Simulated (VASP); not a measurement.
The system is AlNi.

```xyz
2
Lattice="2.8421 0.0000 0.0000 0.0000 2.8421 0.0000 0.0000 0.0000 2.8421" Properties=species:S:1:pos:R:3 pbc="T T T"
Ni    1.4210    1.4210    1.4210
Al    0.0000    0.0000    0.0000
```

Base run:

* Program: VASP 6.6.1
* Functional: r2SCAN
* Potentials or basis: VASP PAW PBE potentials, release 64 (Ni, Al)
* Cutoff: 520 eV
* k mesh: 9 × 9 × 9
* Occupations: fermi-dirac, width 0.05 eV
* Spin: collinear spin, ferromagnetic start
* Starting moments: [1.0, 0.0] μB

Its results: pressure 3.8 GPa; net moment 0.00 μB per cell.

**Question.** The run is repeated on the same cell with these changes: functional from r2SCAN to PBE; further incar settings from ALGO = Normal; EDIFF = 1e-06; NBANDS = 18 to ALGO = Normal; EDIFF = 1e-07; NBANDS = 18. What comes out?

**Answer.** Pressure 9.4 GPa; net moment 0.00 μB per cell.

Caveats: the PAW data sets were made with another functional, which shifts forces and pressure a little (some runs).
